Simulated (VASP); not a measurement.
Crystal: CaLa2Cd3.

```
Ca La Cd
1.0
     3.14705    1.81695    4.62685
    -3.14705    1.81695    4.62685
     0.00000   -3.63390    4.62685
Ca La Cd
1 2 3
Direct
  0.50000 0.50000 0.50000
  0.87205 0.87205 0.87205
  0.12795 0.12795 0.12795
  0.50000 0.50000 0.00000
  0.00000 0.50000 0.50000
  0.50000 0.00000 0.50000
```

| Quantity | Value |
| --- | --- |
| Program | VASP 6.6.1 |
| Task | relaxation of cell and atoms |
| Functional | PBE |
| Potentials or basis | VASP PAW PBE potentials, release 64 (Ca_sv, La, Cd) |
| Cutoff | 600 eV |
| k mesh | 3 × 3 × 3 |
| Occupations | gaussian, width 0.1 eV |
| Spin | no spin polarisation |

At the start: pressure 5.7 GPa; volume 26.46 Å³/atom.

Problem. How do energy, volume and symmetry change on relaxing?

Solution. Over 16 steps the energy falls by 81.7 meV/atom and the volume is 29.30 Å³/atom (+10.7 %); space group R-3m (No. 166, to 0.05 Å).

Step by step:
```tsv
step	energy change (eV)	largest force (eV/Å)	pressure (GPa)	volume (Å³)
1	0.0000	0.4245	5.74	158.74
2	21.1915	0.0266	-4.11	181.43
3	-0.2554	0.0597	0.79	173.00
4	-0.3878	0.1035	0.48	175.38
5	-0.4012	0.0566	-0.18	178.39
6	-0.4051	0.0465	-0.36	179.40
7	-0.4063	0.0414	-0.44	179.85
8	-0.4398	0.0081	-0.27	178.65
9	-0.4821	0.1167	0.29	174.79
10	-0.4837	0.1003	0.17	175.43
11	-0.4838	0.1053	0.20	175.26
12	-0.4858	0.0930	-0.09	176.50
13	-0.4858	0.0962	-0.11	176.59
14	-0.4878	0.0733	-0.06	176.39
15	-0.4891	0.0508	0.00	176.19
16	-0.4901	0.0051	0.10	175.79
```

Final structure:
```cif
data_structure
_symmetry_space_group_name_H-M 'P 1'
_symmetry_Int_Tables_number 1
_cell_length_a 6.3202
_cell_length_b 6.3202
_cell_length_c 6.3202
_cell_angle_alpha 59.328
_cell_angle_beta 59.328
_cell_angle_gamma 59.328
_cell_volume 175.79
loop_
_atom_site_label
_atom_site_type_symbol
_atom_site_fract_x
_atom_site_fract_y
_atom_site_fract_z
_atom_site_occupancy
Ca1 Ca 0.50000 0.50000 0.50000 1
La1 La 0.87086 0.87086 0.87086 1
La2 La 0.12914 0.12914 0.12914 1
Cd1 Cd 0.50000 0.50000 0.00000 1
Cd2 Cd 0.00000 0.50000 0.50000 1
Cd3 Cd 0.50000 0.00000 0.50000 1
```

Caveat: the k points lie up to 0.41 Å⁻¹ apart in the final cell.
